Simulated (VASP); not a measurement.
# F (C2/m) in VASP: further runs, part 2 of 2

VASP 6.6.1.

## Step 3: Single point, PBEsol

This run uses another cell than the first one, of 18.68 Å³/atom, 1.030 times its volume.

INCAR reads:

```
ALGO = Normal ; EDIFF = 1E-7
ENCUT = 520 ; GGA = PS
ISIF = 2 ; ISMEAR = 0
LASPH = T ; LCHARG = F
LREAL = F ; LWAVE = F
NBANDS = 22 ; NELM = 80
PREC = Accurate ; SIGMA = 0.05
```

KPOINTS reads:

```
k-points
0
Gamma
  4 4 2
```

POSCAR reads:

```
F
1.0
    3.0712726503     -1.7651656529     -0.2368830422
    3.0712726503      1.7651656529     -0.2368830422
   -2.3093624171      0.0000000000      7.0690049337
F
4
Direct
    0.0848459664      0.0848459664      0.0900077731
    0.9151540336      0.9151540336      0.9099922269
    0.5015719855      0.5015719855      0.5937195244
    0.4984280145      0.4984280145      0.4062804756
```

Potentials or basis: VASP PAW PBE potentials, release 64 (F).

Command:

```bash
> cat potpaw_PBE.64/F/POTCAR > POTCAR
> mpirun -np 1 vasp_std > vasp.out
```

OUTCAR:

```text
EDIFF = 1E-7
   ENCUT = 520
   GGA = PS
   ISIF = 2
   ISMEAR = 0
   LASPH = T
   LREAL = F
   NELM = 80
   PREC = Accurate

 ion  position               nearest neighbor table
   1  0.085  0.085  0.090-   2 1.35
   2  0.915  0.915  0.910-   1 1.35
   3  0.502  0.502  0.594-   4 1.39
   4  0.498  0.498  0.406-   3 1.39

  LATTYP: Found a base centered monoclinic cell.
 ALAT       =     6.1607886729
 B/A-ratio  =     0.5730323654
 C/A-ratio  =     1.2070962569
 COS(beta)  =    -0.3827161857

  Lattice vectors:

 A1 = (   3.0712726503,  -1.7651656529,  -0.2368830422)
 A2 = (   3.0712726503,   1.7651656529,  -0.2368830422)
 A3 = (  -2.3093624171,   0.0000000000,   7.0690049337)

Analysis of symmetry for initial positions (statically):
=====================================================================
 Subroutine PRICEL returns:
 Original cell was already a primitive cell.

 Routine SETGRP: Setting up the symmetry group for a
 base centered monoclinic supercell.

 Subroutine GETGRP returns: Found  4 space group operations
 (whereof  4 operations were pure point group operations)
 out of a pool of  4 trial point group operations.

The static configuration has the point symmetry C_2h.

Analysis of symmetry for dynamics (positions and initial velocities):
=====================================================================
 Subroutine PRICEL returns:
 Original cell was already a primitive cell.

 Routine SETGRP: Setting up the symmetry group for a
 base centered monoclinic supercell.

 Subroutine GETGRP returns: Found  4 space group operations
[... 108 lines left out ...]
   NUPDOWN=      -1.0000    fix difference up-down
   EMIN   =  10.00;   EMAX   =-10.00  energy-range for DOS
   EFERMI =   0.00;   METHOD = LEGACY
   ISMEAR =     0;   SIGMA  =   0.05  broadening in eV -4-tet -1-fermi 0-gaus
   EFERMI_NEDOS =   21; number of points for ismear=-14 and -15
   IALGO  =     38    algorithm
   IMIX   =      4    mixing-type and parameters
     AMIX     =   0.40;   BMIX     =  1.00
     AMIX_MAG =   1.60;   BMIX_MAG =  1.00
  volume/ion in A,a.u.               =      18.68       126.05
  Fermi-wavevector in a.u.,A,eV,Ry     =   1.180297  2.230437 18.954280  1.393100
  Thomas-Fermi vector in A             =   2.316592
   LORBIT       =      0    0 simple, 1 ext, 2 COOP (PROOUT), +10 PAW based schemes
   GGA     = PS    functional components
   LHFCALC =     F    Hartree Fock is set to
   AEXX    =    0.0000 exact exchange contribution
   IVDW    =     0    specifies the selected vdW correction
   LEPSILON=     F    determine dielectric tensor
   LRPA    =     F    only Hartree local field effects (RPA)
 non-spin polarized calculation
 Gauss-broadening in eV      SIGMA  =   0.05
  energy-cutoff  :      520.00
  volume of cell :       74.72
 maximum number of plane-waves:      2036
 NGX is ok and might be reduce to    28
   NGX = 13   NGY = 13   NGZ = 27

 number of electron      28.0000009 magnetization

 Free energy of the ion-electron system (eV)
  ---------------------------------------------------
  ext. energy  EPLUGINS =         0.00000000
  ---------------------------------------------------
  free energy    TOTEN  =        -7.69591908 eV

  energy without entropy =       -7.69591908  energy(sigma->0) =       -7.69591908

 E-fermi :  -5.2098     XC(G=0):  -6.8520

 val. band max:       -5.4802562254   @ k =   0.5000   0.5000  -0.0000
 cond. band min:      -2.2340873774   @ k =   0.0000   0.0000   0.0000
 fundamental gap:      3.2461688480
 Fermi energy:        -5.2098212434

 k-point     1 :       0.0000    0.0000    0.0000
  band No.  band energies     occupation
      1     -31.5151      2.00000
      2     -30.9339      2.00000
      3     -24.0057      2.00000
      4     -23.5889      2.00000
      5     -12.5125      2.00000
      6     -11.8917      2.00000
[... 339 lines left out ...]
     21       9.2421      0.00000
     22       9.4817      0.00000

------------------------ aborting loop because EDIFF is reached ----------------------------------------

  FORCE on cell =-STRESS in cart. coord.  units (eV):
  Direction    XX          YY          ZZ          XY          YZ          ZX
  --------------------------------------------------------------------------------------
  -------------------------------------------------------------------------------------
  Total        0.7762710     -0.2383284      4.1969038      0.0000000      0.0000000      1.2863124
  in kB       16.6461946     -5.1106640     89.9975387      0.0000000      0.0000000     27.5834183
  external PRESSURE =      33.8443564 kB  Pullay stress =       0.0000000 kB

 VOLUME and BASIS-vectors are now :
 -----------------------------------------------------------------------------
  energy-cutoff  :      520.00
  volume of cell :       74.72
      direct lattice vectors                 reciprocal lattice vectors
     3.071272650 -1.765165653 -0.236883042     0.167007044 -0.283259534  0.054559276
     3.071272650  1.765165653 -0.236883042     0.167007044  0.283259534  0.054559276
    -2.309362417  0.000000000  7.069004934     0.011192845  0.000000000  0.145119199

 POSITION                                       TOTAL-FORCE (eV/Angst)
 -----------------------------------------------------------------------------------
      0.31331      0.00000      0.59607         1.369834      0.000000      2.628977
      3.51987      0.00000      5.99917        -1.369834      0.000000     -2.628977
      1.70982      0.00000      3.95938        -0.299637      0.000000      0.920875
      2.12337      0.00000      2.63586         0.299637      0.000000     -0.920875
 -----------------------------------------------------------------------------------
    total drift:                                0.000000      0.000000     -0.000000

  FREE ENERGIE OF THE ION-ELECTRON SYSTEM (eV)
  ---------------------------------------------------
  free  energy   TOTEN  =        -7.6959190781 eV

  energy  without entropy=       -7.6959190781  energy(sigma->0) =       -7.69591908
```

It took 19 s on 1 thread of Intel Xeon Platinum 8488C (Sapphire Rapids), shared host; peak memory 0.19 GiB.

Results:

| Property | Result |
| --- | --- |
| Free energy | -7.6959 eV |
| Pressure | 3.4 GPa |
| Largest force | 2.964 eV/Å |
| Band gap on the k mesh | 3.25 eV, indirect (least direct gap 3.31 eV) |

Forces in eV/Å, atoms in the order of the input:
```
F    1.370  0.000  2.629
F   -1.370  0.000 -2.629
F   -0.300  0.000  0.921
F    0.300  0.000 -0.921
```

Stress tensor (GPa, compression positive):
```
 1.66  0.00  2.76
 0.00 -0.51  0.00
 2.76  0.00  9.00
```

Levels at points of the mesh, in eV from the valence-band top:
| k point | band 12 | band 13 | band 14 | band 15 | band 16 | band 17 |
| --- | --- | --- | --- | --- | --- | --- |
| (0.00, 0.00, 0.00) | -0.27 | -0.14 | -0.06 | 3.25 | 4.40 | 8.47 |
| (0.50, 0.00, 0.00) | -0.39 | -0.27 | -0.15 | 3.49 | 4.31 | 12.39 |
| (0.50, 0.50, 0.00) | -0.34 | -0.17 | 0.00 | 3.46 | 4.28 | 12.68 |
| (0.00, 0.00, 0.50) | -0.27 | -0.17 | -0.06 | 3.39 | 4.19 | 9.34 |
| (0.50, 0.00, 0.50) | -0.39 | -0.21 | -0.07 | 3.43 | 4.36 | 12.28 |
| (0.50, 0.50, 0.50) | -0.28 | -0.21 | -0.06 | 3.48 | 4.30 | 12.32 |

Caveat: the k points lie up to 0.52 Å⁻¹ apart; the PAW data sets were made with another functional, which shifts forces and pressure a little. PBEsol gaps usually lie below the measured ones, often by a third to a half.

## Step 4: Single point, PBEsol

This run uses another cell than the first one, of 18.68 Å³/atom, 1.030 times its volume.

INCAR reads:

```
SYSTEM = F
ALGO = Normal
EDIFF = 1E-7
ENCUT = 520
GGA = PS
ISIF = 2
ISMEAR = 0
LASPH = .TRUE.
LCHARG = .TRUE.
LELF = .TRUE.
LREAL = .FALSE.
LVHAR = .TRUE.
LWAVE = .FALSE.
NBANDS = 22
NELM = 60
PREC = Accurate
SIGMA = 0.05
```

KPOINTS reads:

```
k-points
0
G
  4 4 2
  0 0 0
```

POSCAR: that of step 3 with these lines changed.

```diff
@@ -8,4 +8,4 @@
 Direct
-    0.0848459664      0.0848459664      0.0900077731
-    0.9151540336      0.9151540336      0.9099922269
+    0.0848459664      0.0848459664      0.1059920108
+    0.9151540336      0.9151540336      0.8940079892
     0.5015719855      0.5015719855      0.5937195244
```

Command:

```bash
> cat potpaw_PBE.64/F/POTCAR > POTCAR
> mpirun -np 1 vasp_std > vasp.out
```

Run time: 21 s. Hardware: 1 thread of Intel Xeon Platinum 8488C (Sapphire Rapids), shared host; peak memory 0.18 GiB.

Results (log left out):

```yaml
Free_energy: -7.6240 eV
Pressure: -2.6 GPa
Largest_force: 2.671 eV/Å
Band_gap_on_the_k_mesh: 1.95 eV, indirect (least direct gap 2.05 eV)
```

Forces on the atoms (eV/Å):
```
F   -0.925  0.000 -2.506
F    0.925  0.000  2.506
F   -0.247  0.000  0.930
F    0.247  0.000 -0.930
```

Stress tensor (GPa, compression positive):
```
-1.57  0.00 -3.88
 0.00 -0.50  0.00
-3.88  0.00 -5.63
```

Levels at points of the mesh, in eV from the valence-band top:
| k point | band 12 | band 13 | band 14 | band 15 | band 16 | band 17 |
| --- | --- | --- | --- | --- | --- | --- |
| (0.00, 0.00, 0.00) | -0.20 | -0.10 | -0.09 | 1.95 | 3.68 | 8.85 |
| (0.50, 0.00, 0.00) | -0.33 | -0.27 | -0.24 | 2.12 | 3.67 | 12.77 |
| (0.50, 0.50, 0.00) | -0.34 | -0.18 | 0.00 | 2.08 | 3.65 | 13.02 |
| (0.00, 0.00, 0.50) | -0.25 | -0.19 | -0.11 | 2.04 | 3.57 | 9.60 |
| (0.50, 0.00, 0.50) | -0.40 | -0.20 | -0.06 | 2.07 | 3.68 | 12.75 |
| (0.50, 0.50, 0.50) | -0.35 | -0.22 | -0.11 | 2.13 | 3.66 | 12.72 |

Caveat: the k points lie up to 0.52 Å⁻¹ apart; the PAW data sets were made with another functional, which shifts forces and pressure a little. Expect the measured gap to be larger: semilocal functionals such as PBEsol lack the derivative discontinuity.

## Step 5: Single point, PBEsol

This run uses another cell than the first one, of 18.68 Å³/atom, 1.030 times its volume.

INCAR reads:

```
SYSTEM = F
PREC = Accurate
ENCUT = 520
EDIFF = 1E-6
ISMEAR = 0
SIGMA = 0.05
LREAL = .FALSE.
LASPH = .TRUE.
NELM = 100
ALGO = Normal
ISIF = 2
LWAVE = .FALSE.
LCHARG = .TRUE.
GGA = PS
LELF = .TRUE.
LVHAR = .TRUE.
NBANDS = 22
```

KPOINTS reads:

```
regular mesh
0
G
  4 4 2
  0 0 0
```

POSCAR: that of step 4 with these lines changed.

```diff
@@ -8,4 +8,4 @@
 Direct
-    0.0848459664      0.0848459664      0.1059920108
-    0.9151540336      0.9151540336      0.8940079892
+    0.0848459664      0.0848459664      0.0740235354
+    0.9151540336      0.9151540336      0.9259764646
     0.5015719855      0.5015719855      0.5937195244
```

Potentials or basis: VASP PAW PBE potentials, release 64 (F).

Command:

```bash
> cat potpaw_PBE.64/F/POTCAR > POTCAR
> mpirun -np 1 vasp_std > vasp.out
```

OUTCAR:

```text
SYSTEM = F
   PREC = Accurate
   ENCUT = 520
   EDIFF = 1E-6
   ISMEAR = 0
   LREAL = .FALSE.
   LASPH = .TRUE.
   NELM = 100
   ISIF = 2
   GGA = PS

 ion  position               nearest neighbor table
   1  0.085  0.085  0.074-   2 1.19
   2  0.915  0.915  0.926-   1 1.19
   3  0.502  0.502  0.594-   4 1.39
   4  0.498  0.498  0.406-   3 1.39

  LATTYP: Found a base centered monoclinic cell.
 ALAT       =     6.1607886729
 B/A-ratio  =     0.5730323654
 C/A-ratio  =     1.2070962569
 COS(beta)  =    -0.3827161857

  Lattice vectors:

 A1 = (   3.0712726503,  -1.7651656529,  -0.2368830422)
 A2 = (   3.0712726503,   1.7651656529,  -0.2368830422)
 A3 = (  -2.3093624171,   0.0000000000,   7.0690049337)

Analysis of symmetry for initial positions (statically):
=====================================================================
 Subroutine PRICEL returns:
 Original cell was already a primitive cell.

 Routine SETGRP: Setting up the symmetry group for a
[... 158 lines left out ...]
  free energy    TOTEN  =        -6.34060279 eV

  energy without entropy =       -6.34060279  energy(sigma->0) =       -6.34060279

 E-fermi :  -4.4157     XC(G=0):  -6.7819

 val. band max:       -4.6713301994   @ k =   0.5000   0.5000  -0.0000
 cond. band min:      -2.0207606831   @ k =   0.0000   0.0000   0.0000
 fundamental gap:      2.6505695162
 Fermi energy:        -4.4157299518

 k-point     1 :       0.0000    0.0000    0.0000
  band No.  band energies     occupation
      1     -34.8501      2.00000
      2     -30.8306      2.00000
      3     -23.8708      2.00000
      4     -22.3393      2.00000
      5     -13.0046      2.00000
      6     -11.9691      2.00000
[... 339 lines left out ...]
     21       9.1578      0.00000
     22       9.5795      0.00000

------------------------ aborting loop because EDIFF is reached ----------------------------------------

  FORCE on cell =-STRESS in cart. coord.  units (eV):
  Direction    XX          YY          ZZ          XY          YZ          ZX
  --------------------------------------------------------------------------------------
  -------------------------------------------------------------------------------------
  Total        6.8167475     -0.2492898     14.2096456      0.0000000      0.0000000      9.1856718
  in kB      146.1769277     -5.3457188    304.7087079      0.0000000      0.0000000    196.9756497
  external PRESSURE =     148.5133056 kB  Pullay stress =       0.0000000 kB

 VOLUME and BASIS-vectors are now :
 -----------------------------------------------------------------------------
  energy-cutoff  :      520.00
  volume of cell :       74.72
      direct lattice vectors                 reciprocal lattice vectors
     3.071272650 -1.765165653 -0.236883042     0.167007044 -0.283259534  0.054559276
     3.071272650  1.765165653 -0.236883042     0.167007044  0.283259534  0.054559276
    -2.309362417  0.000000000  7.069004934     0.011192845  0.000000000  0.145119199

 POSITION                                       TOTAL-FORCE (eV/Angst)
 -----------------------------------------------------------------------------------
      0.35022      0.00000      0.48308         9.806639      0.000000     13.623065
      3.48296      0.00000      6.11216        -9.806639      0.000000    -13.623065
      1.70982      0.00000      3.95938        -0.319302      0.000000      0.902396
      2.12337      0.00000      2.63586         0.319302      0.000000     -0.902396
 -----------------------------------------------------------------------------------
    total drift:                                0.000000     -0.000000     -0.000000

  FREE ENERGIE OF THE ION-ELECTRON SYSTEM (eV)
  ---------------------------------------------------
  free  energy   TOTEN  =        -6.3406027901 eV

  energy  without entropy=       -6.3406027901  energy(sigma->0) =       -6.34060279
```

OSZICAR:

```text
N       E                     dE             d eps       ncg     rms          rms(c)
DAV:   1     0.186662879471E+03    0.18666E+03   -0.14730E+04   616   0.114E+03
DAV:   2     0.116826999261E+01   -0.18549E+03   -0.18085E+03   910   0.290E+02
DAV:   3    -0.826933401717E+01   -0.94376E+01   -0.93905E+01   708   0.640E+01
DAV:   4    -0.832980701880E+01   -0.60473E-01   -0.60468E-01   694   0.588E+00
DAV:   5    -0.833016747122E+01   -0.36045E-03   -0.36045E-03   724   0.429E-01    0.114E+01
DAV:   6    -0.683335403724E+01    0.14968E+01   -0.65316E-01   640   0.830E+00    0.637E+00
DAV:   7    -0.634129146059E+01    0.49206E+00   -0.83172E-01   628   0.879E+00    0.861E-01
DAV:   8    -0.634047201269E+01    0.81945E-03   -0.10203E-01   676   0.216E+00    0.172E-01
DAV:   9    -0.634058250755E+01   -0.11049E-03   -0.11253E-03   708   0.269E-01    0.761E-02
DAV:  10    -0.634061649385E+01   -0.33986E-04   -0.21496E-04   718   0.126E-01    0.270E-02
DAV:  11    -0.634060642629E+01    0.10068E-04   -0.56752E-05   672   0.686E-02    0.162E-02
DAV:  12    -0.634060328475E+01    0.31415E-05   -0.66832E-06   682   0.214E-02    0.932E-03
DAV:  13    -0.634060279008E+01    0.49467E-06   -0.44989E-06   696   0.176E-02
   1 F= -.63406028E+01 E0= -.63406028E+01  d E =-.432282E-14
```

Run time: 18 s. Hardware: 1 thread of Intel Xeon Platinum 8488C (Sapphire Rapids), shared host; peak memory 0.19 GiB.

Results:

| Property | Result |
| --- | --- |
| Free energy | -6.3406 eV |
| Pressure | 14.9 GPa |
| Largest force | 16.786 eV/Å |
| Band gap on the k mesh | 2.65 eV, indirect (least direct gap 2.72 eV) |

Forces on the atoms (eV/Å):
```
F     9.807   0.000  13.623
F    -9.807   0.000 -13.623
F    -0.319   0.000   0.902
F     0.319   0.000  -0.902
```

Stress tensor (GPa, compression positive):
```
14.62  0.00 19.70
 0.00 -0.53  0.00
19.70  0.00 30.47
```

Levels at points of the mesh, in eV from the valence-band top:
| k point | band 12 | band 13 | band 14 | band 15 | band 16 | band 17 |
| --- | --- | --- | --- | --- | --- | --- |
| (0.00, 0.00, 0.00) | -0.98 | -0.23 | -0.07 | 2.65 | 7.17 | 7.66 |
| (0.50, 0.00, 0.00) | -1.08 | -0.27 | -0.10 | 2.77 | 7.33 | 11.52 |
| (0.50, 0.50, 0.00) | -1.00 | -0.07 | 0.00 | 2.74 | 7.25 | 11.83 |
| (0.00, 0.00, 0.50) | -0.98 | -0.23 | -0.07 | 2.67 | 6.81 | 8.54 |
| (0.50, 0.00, 0.50) | -1.07 | -0.27 | -0.08 | 2.74 | 7.37 | 11.29 |
| (0.50, 0.50, 0.50) | -0.99 | -0.10 | -0.01 | 2.76 | 7.26 | 11.54 |

Caveat: the k points lie up to 0.52 Å⁻¹ apart; the standard files for N, O and F lose accuracy on very short bonds; the PAW data sets were made with another functional, which shifts forces and pressure a little.

## Step 6: Single point, PBEsol

This run uses another cell than the first one, of 18.68 Å³/atom, 1.030 times its volume.

INCAR reads:

```
SYSTEM = F
ALGO = Normal
EDIFF = 1E-6
ENCUT = 520
GGA = PS
ISIF = 2
ISMEAR = 0
LASPH = .TRUE.
LCHARG = .FALSE.
LREAL = .FALSE.
LWAVE = .FALSE.
NBANDS = 22
NELM = 80
PREC = Accurate
SIGMA = 0.05
```

KPOINTS reads:

```
k-points
0
G
  4 4 2
  0 0 0
```

POSCAR: that of step 5 with these lines changed.

```diff
@@ -8,4 +8,4 @@
 Direct
-    0.0848459664      0.0848459664      0.0740235354
-    0.9151540336      0.9151540336      0.9259764646
+    0.0848459664      0.0848459664      0.1139841296
+    0.9151540336      0.9151540336      0.8860158704
     0.5015719855      0.5015719855      0.5937195244
```

Potentials or basis: VASP PAW PBE potentials, release 64 (F).

Command:

```bash
> cat potpaw_PBE.64/F/POTCAR > POTCAR
> mpirun -np 1 vasp_std > vasp.out
```

Wall time 16 s (1 thread of Intel Xeon Platinum 8488C (Sapphire Rapids), shared host); peak memory 0.19 GiB.

It converged, with:

```
Free energy            : -7.3149 eV
Pressure               : -4.1 GPa
Largest force          : 3.678 eV/Å
Band gap on the k mesh : 1.29 eV, indirect (least direct gap 1.36 eV)
```

Forces in eV/Å, atoms in the order of the input:
```
F   -1.094  0.000 -3.512
F    1.094  0.000  3.512
F   -0.199  0.000  0.911
F    0.199  0.000 -0.911
```

Stress tensor (GPa, compression positive):
```
-1.92  0.00 -4.85
 0.00 -0.51  0.00
-4.85  0.00 -9.85
```

Levels at points of the mesh, in eV from the valence-band top:
| k point | band 12 | band 13 | band 14 | band 15 | band 16 | band 17 |
| --- | --- | --- | --- | --- | --- | --- |
| (0.00, 0.00, 0.00) | -0.20 | -0.11 | -0.07 | 1.29 | 3.62 | 8.98 |
| (0.50, 0.00, 0.00) | -0.39 | -0.28 | -0.23 | 1.46 | 3.64 | 12.89 |
| (0.50, 0.50, 0.00) | -0.36 | -0.17 | 0.00 | 1.39 | 3.62 | 13.12 |
| (0.00, 0.00, 0.50) | -0.20 | -0.16 | -0.15 | 1.36 | 3.54 | 9.66 |
| (0.50, 0.00, 0.50) | -0.41 | -0.22 | -0.04 | 1.39 | 3.64 | 12.90 |
| (0.50, 0.50, 0.50) | -0.42 | -0.20 | -0.15 | 1.47 | 3.63 | 12.86 |

Caveat: the k points lie up to 0.52 Å⁻¹ apart; the PAW data sets were made with another functional, which shifts forces and pressure a little. A k mesh can miss the band edges.
